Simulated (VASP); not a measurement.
Here is a VASP 6.6.1 calculation.

The input INCAR:

```
SYSTEM = AlGaN2
PREC = Accurate ; ENCUT = 910
EDIFF = 1E-6 ; ISMEAR = 0
SIGMA = 0.02 ; LREAL = .False.
LASPH = .True. ; NELM = 120
ALGO = Normal ; ISIF = 2
LWAVE = .False. ; LCHARG = .True.
LELF = .True. ; LVHAR = .True.
NBANDS = 21 ; GGA_COMPAT = .False.
```

File KPOINTS:

```
Automatic mesh
0
Gamma
  8 8 6
  0 0 0
```

Contents of POSCAR:

```
AlGaN2
1.0
    3.1152864669      0.0000000000      0.0000000000
    0.0000000000      3.1152864669      0.0000000000
    0.0000000000      0.0000000000      4.2089569927
Al Ga N
1 1 2
Direct
    0.5000000000      0.5000000000      0.5000000000
    0.0000000000      0.0000000000      0.0000000000
    0.5000000000      0.0000000000      0.7392191729
    0.0000000000      0.5000000000      0.2607808271
```

Potentials or basis: VASP PAW LDA potentials, release 64 (Al, Ga_d, N_h).

Command:

```console
$ cat potpaw_LDA.64/Al/POTCAR potpaw_LDA.64/Ga_d/POTCAR potpaw_LDA.64/N_h/POTCAR > POTCAR
$ mpirun -np 1 vasp_std > vasp.out
```

Problem. Estimate the pressure.

Solution. 9.7 GPa.

Problem. What does it give for the band gap on the k mesh?

Solution. 3.41 eV, indirect (least direct gap 3.42 eV).

Problem. Estimate the largest force.

Solution. 0.028 eV/Å.

Forces in eV/Å, atoms in the order of the input:
```
Al   0.000  0.000  0.000
Ga   0.000  0.000  0.000
N    0.000  0.000 -0.028
N    0.000  0.000  0.028
```

Caveat: the cutoff is under 1.25 times the usual one of these potentials, so pressure, stress and relaxed cells hold a basis-set (Pulay) error. A k mesh can miss the band edges.
